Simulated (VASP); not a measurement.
Wanted: the native input for a VASP 6.6.1 run.

```yaml
Task: single point
Functional: PBEsol
Potentials_or_basis: VASP PAW PBE potentials, release 64 (Li_sv)
Cutoff: 520 eV
k_mesh: 16 × 16 × 16
Occupations: gaussian, width 0.1 eV
Spin: no spin polarisation
Dipole_correction: no
Further_INCAR_settings: ALGO = Normal; EDIFF = 1e-07; NBANDS = 8
```

The structure of Li lies in POSCAR:

```
Li
1.0
   -1.7158076013      1.7158076013      1.7158076013
    1.7158076013     -1.7158076013      1.7158076013
    1.7158076013      1.7158076013     -1.7158076013
Li
1
Direct
    0.0000000000      0.0000000000      0.0000000000
```

These files were run (other wordings do the same):

INCAR

```
SYSTEM = Li
  PREC = Accurate
  ENCUT = 520
  EDIFF = 1E-7
  ISMEAR = 0
  SIGMA = 0.1
  LREAL = .FALSE.
  LASPH = .TRUE.
  NELM = 80
  ALGO = Normal
  ISIF = 2
  LWAVE = .FALSE.
  LCHARG = .FALSE.
  GGA = PS
  NBANDS = 8
```

KPOINTS

```
Automatic mesh
0
G
  16 16 16
  0 0 0
```

Potentials or basis: VASP PAW PBE potentials, release 64 (Li_sv).

The run is started by

```console
$ cat potpaw_PBE.64/Li_sv/POTCAR > POTCAR
$ mpirun -np 1 vasp_std > vasp.out
```

It took 41 s on 1 thread of AMD EPYC 7R13 (shared host), peak memory 0.11 GiB.
